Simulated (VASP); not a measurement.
A run of VASP 6.6.1:

INCAR

```
ALGO = Normal
EDIFF = 1E-6
ENCUT = 520
GGA = PE
ISIF = 2
ISMEAR = -1
LASPH = T
LCHARG = F
LREAL = F
LWAVE = F
NBANDS = 10
NELM = 100
PREC = Accurate
SIGMA = 0.08
```

Contents of KPOINTS:

```
k-points
0
Gamma
  14 14 14
```

Contents of POSCAR:

```
I
1.0
    0.0000000000      2.6005916619      2.6005916619
    2.6005916619      0.0000000000      2.6005916619
    2.6005916619      2.6005916619      0.0000000000
I
1
Direct
    0.0000000000      0.0000000000      0.0000000000
```

Potentials or basis: VASP PAW PBE potentials, release 64 (I).

Run with:

```bash
$ cat potpaw_PBE.64/I/POTCAR > POTCAR
$ mpirun -np 1 vasp_std > vasp.out
```

Hardware: 1 thread of Intel(R) Xeon(R) Platinum 8375C CPU @ 2.90GHz (Ice Lake) (shared host).

**Question.** How long does it take, and how much memory?

**Answer.** It took 25 s on 1 thread of Intel(R) Xeon(R) Platinum 8375C CPU @ 2.90GHz (Ice Lake) (shared host), peak memory 0.17 GiB. Counts: scf iterations 9, k points 104.
